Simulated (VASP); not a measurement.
Wanted: the native input for a VASP 6.6.1 run.

| Quantity | Value |
| --- | --- |
| Task | single point |
| Functional | r2SCAN |
| Potentials or basis | VASP PAW PBE potentials, release 64 (Sb, Pb_d) |
| Cutoff | 520 eV |
| k mesh | 3 × 5 × 1 |
| Occupations | methfessel-paxton, width 0.05 eV |
| Spin | no spin polarisation |
| Dipole correction | yes |
| Further INCAR settings | ALGO = Normal; EDIFF = 1e-06; NBANDS = 27 |

The system is SbPb, a slab with vacuum.

```
CELL_PARAMETERS angstrom
5.45348 0.00000 0.00000
0.00000 3.39016 0.00000
0.00000 0.00000 17.92356
ATOMIC_POSITIONS crystal
Sb 0.50000 0.37492 0.45422
Sb 0.50000 0.12476 0.63735
Pb 0.00000 0.00000 0.36265
Pb 0.00000 0.74984 0.54578
```

One way to write it, as run:

POSCAR

```
SbPb
1.0
    5.4534750000      0.0000000000      0.0000000000
    0.0000000000      3.3901620000      0.0000000000
    0.0000000000      0.0000000000     17.9235561063
Sb Pb
2 2
Direct
    0.5000000000      0.3749203410      0.4542170828
    0.5000000000      0.1247610230      0.6373487515
    0.0000000000      0.0000000000      0.3626512485
    0.0000000000      0.7498406820      0.5457829172
```

INCAR.step1

```
PREC = Accurate
ENCUT = 520
ISMEAR = 1
SIGMA = 0.05
LREAL = F
LASPH = T
NELM = 80
LDIPOL = T
IDIPOL = 3
DIPOL = 0.5 0.5 0.500
NBANDS = 27
GGA = PE
ALGO = Normal
EDIFF = 1E-4
LWAVE = T
LCHARG = F
```

INCAR.step2

```
PREC = Accurate
ENCUT = 520
EDIFF = 1E-6
ISMEAR = 1
SIGMA = 0.05
LREAL = F
LASPH = T
NELM = 80
ALGO = Normal
ISIF = 2
LWAVE = F
LCHARG = F
LDIPOL = T
IDIPOL = 3
DIPOL = 0.5 0.5 0.500
METAGGA = R2SCAN
LMIXTAU = T
NBANDS = 27
ISTART = 1
```

KPOINTS

```
Automatic mesh
0
Gamma
  3 5 1
```

Potentials or basis: VASP PAW PBE potentials, release 64 (Sb, Pb_d).

The run is started by

```sh
$ cat potpaw_PBE.64/Sb/POTCAR potpaw_PBE.64/Pb_d/POTCAR > POTCAR
$ cp INCAR.step1 INCAR
$ mpirun -np 1 vasp_std > vasp.out
$ cp INCAR.step2 INCAR
$ mpirun -np 1 vasp_std > vasp.out
```

It gave:

```json
{"Largest force": "1.225 eV/Å", "Band gap on the k mesh": "zero (band 19 reaches 0.67 eV, above the bottom of band 20 at -0.56 eV)"}
```

Caveat: the k points lie up to 0.38 Å⁻¹ apart; the PAW data sets were made with another functional, which shifts forces and pressure a little; spin-orbit coupling is left out, which moves the levels of the heavy elements.

Wall time 5.6 min on 1 thread of Intel(R) Xeon(R) Platinum 8259CL CPU @ 2.50GHz (Skylake/Cascade Lake), with other jobs on the host, peak memory 0.44 GiB.
